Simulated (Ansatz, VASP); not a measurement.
**One calculation of SiF, two programs**

POSCAR

```
SiF
1.0
    1.3386000000      0.7728400000      3.8983100000
   -1.3386000000      0.7728400000      3.8983100000
    0.0000000000     -1.5456800000      3.8983100000
Si F
1 1
Direct
    0.5000000000      0.5000000000      0.5000000000
    0.0000000000      0.0000000000      0.0000000000
```

The input INCAR.step1:

```
PREC = Accurate
ENCUT = 600
ISMEAR = -1
SIGMA = 0.05
LREAL = F
LASPH = T
NELM = 100
GGA = PE
ALGO = Normal
EDIFF = 1E-4
LWAVE = T
LCHARG = F
```

INCAR.step2

```
PREC = Accurate
ENCUT = 600
EDIFF = 1E-6
ISMEAR = -1
SIGMA = 0.05
LREAL = F
LASPH = T
NELM = 100
ALGO = Normal
ISIF = 3
LWAVE = F
LCHARG = F
METAGGA = R2SCAN
LMIXTAU = T
IVDW = 13
VDW_S6 = 1.0
VDW_S8 = 0.6018749
VDW_A1 = 0.51559235
VDW_A2 = 5.77342911
IBRION = 2
NSW = 60
EDIFFG = -0.01
ISTART = 1
```

The input KPOINTS:

```
Automatic mesh
0
Gamma
  12 12 12
```

Contents of input.yaml:

```yaml
crystal:
  lattice:
    - [1.3386, 0.77284, 3.89831]
    - [-1.3386, 0.77284, 3.89831]
    - [0.0, -1.54568, 3.89831]
  atoms:
    - { symbol: Si, position: [0.5, 0.5, 0.5] }
    - { symbol: F, position: [0.0, 0.0, 0.0] }
hamiltonian:
  xc: r2scan
  pseudopotentials: { kind: paw }
  dispersion: d4
kpoints:
  mp_grid: { grid: [12, 12, 12] }
scf:
  occupations: { method: fermi_dirac, width: 0.05 }
output:
  forces: true
  stress: true
  eigenvalues: true
  write_density: true
  write_potential: true
  elf: true
  volumetric_format: npy
relax:
  f_tol: 0.01
  max_steps: 40
  cell: { stress_tol: 0.05 }
```

Alike in both runs: task relaxation of cell and atoms; functional r2SCAN; dispersion D4; k mesh 12 × 12 × 12; occupations fermi-dirac, width 0.05 eV; no spin polarisation.

|  | VASP | Ansatz |
| --- | --- | --- |
| version | VASP 6.6.1 | Ansatz 0.2.0 |
| potentials or method | VASP PAW PBE potentials, release 64 (Si, F) | Ansatz PAW |
| plane-wave cutoff (eV) | 600 | 500 |
| valence electrons in the cell | 11 | 11 |

|  | VASP | Ansatz | Ansatz less VASP |
| --- | --- | --- | --- |
| gap on the k mesh at the Fermi level, each at its own relaxed structure (eV) | none | none | - |
| relaxed volume (Å³/atom) | 11.50 | 11.54 | +0.042 |
| relaxed length of the cell vector where the two differ most in proportion (Å) | 4.177 | 4.181 | +0.0043 |

VASP's potentials were made for PBE, not for r2SCAN. A gap of «none» marks a metal or a gap that the smearing closes.

Noted on Ansatz's run: the plane-wave basis is chosen anew once the cell has moved, so the energies of steps on either side of that aren't comparable.
